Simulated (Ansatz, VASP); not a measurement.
One calculation of Cr, two programs

```xyz
2
Lattice="2.9689 0.0000 0.0000 0.0000 2.9689 0.0000 0.0000 0.0000 2.9689" Properties=species:S:1:pos:R:3 pbc="T T T"
Cr    0.0000    0.0000    0.0000
Cr    1.4844    1.4844    1.4844
```

Alike in both runs: task single point; functional PBE; k mesh 2 × 2 × 2; occupations gaussian, width 0.1 eV; collinear spin.

|  | VASP | Ansatz |
| --- | --- | --- |
| version | VASP 6.6.1 | Ansatz 0.2.0 |
| potentials or method | VASP PAW PBE potentials, release 64 (Cr_pv), cutoff 520 eV | scalar-relativistic, plane waves, PAW |
| valence electrons in the cell | 24 | 28 |

Ansatz gave:

- gap on the k mesh at the Fermi level (eV): none
- pressure (GPa): -2.9
- net moment per atom (μB): 0.37
- size of the moment on the site where the two differ most (μB): 1.79

Task: Which values does VASP return?

Result: gap on the k mesh at the Fermi level (eV): none; pressure (GPa): -8.4; net moment per atom (μB): 0.00; size of the moment on the site where the two differ most (μB): 1.50.

The net moments are unlike, so the other rows may belong to different states. Site moments also hang on the region over which each program counts them. A gap of «none» marks a metal or a gap that the smearing closes. VASP's potentials hold 24 valence electrons a cell and Ansatz's 28, so a difference there can come from the potentials and not from the codes. Ansatz's warnings: filled band counts differ across k points, seeded moment not kept.

The k mesh is coarse, so the values compare programs but aren't converged.
